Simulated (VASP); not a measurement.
Input of a VASP 6.6.1 run:

INCAR

```
SYSTEM = InGa2N3
PREC = Accurate
ENCUT = 600
EDIFF = 1E-6
ISMEAR = 0
SIGMA = 0.02
LREAL = .FALSE.
LASPH = .TRUE.
NELM = 120
ALGO = Normal
ISIF = 2
LWAVE = .FALSE.
LCHARG = .TRUE.
GGA = PS
LELF = .TRUE.
LVHAR = .TRUE.
NBANDS = 66
GGA_COMPAT = .FALSE.
```

The input KPOINTS:

```
Automatic mesh
0
G
  6 6 6
  0 0 0
```

Contents of POSCAR:

```
InGa2N3
1.0
    4.9434147413     -2.8512154823      0.0000000000
    4.9434147413      2.8512154823      0.0000000000
    0.0000000000      0.0000000000      5.3244509399
In Ga N
2 4 6
Direct
    0.3251726725      0.6748273275      0.9896733630
    0.6748273275      0.3251726725      0.4896733630
    0.0069782485      0.3339158013      0.9926534811
    0.6660841987      0.9930217515      0.9926534811
    0.9930217515      0.6660841987      0.4926534811
    0.3339158013      0.0069782485      0.4926534811
    0.0265943902      0.3336217374      0.3589330737
    0.6663782626      0.9734056098      0.3589330737
    0.9734056098      0.6663782626      0.8589330737
    0.3336217374      0.0265943902      0.8589330737
    0.3078313853      0.6921686147      0.3951545273
    0.6921686147      0.3078313853      0.8951545273
```

Potentials or basis: VASP PAW PBE potentials, release 64 (In_d, Ga_d, N).

Launch:

```bash
$ cat potpaw_PBE.64/In_d/POTCAR potpaw_PBE.64/Ga_d/POTCAR potpaw_PBE.64/N/POTCAR > POTCAR
$ mpirun -np 1 vasp_std > vasp.out
```

Task: Predict the largest force.

Result: 0.031 eV/Å.

Task: Estimate the band gap on the k mesh.

Result: 1.03 eV.

Forces on the atoms (eV/Å):
```
In   0.000 -0.001 -0.003
In   0.000  0.001 -0.003
Ga  -0.001  0.000 -0.001
Ga   0.001  0.000 -0.001
Ga   0.001  0.000 -0.001
Ga  -0.001  0.000 -0.001
N    0.020 -0.011 -0.007
N   -0.020 -0.011 -0.007
N   -0.020  0.011 -0.007
N    0.020  0.011 -0.007
N    0.000  0.025  0.019
N    0.000 -0.025  0.019
```

Caveat: the PAW data sets were made with another functional, which shifts forces and pressure a little; spin-orbit coupling is left out, which moves the levels of the heavy elements.
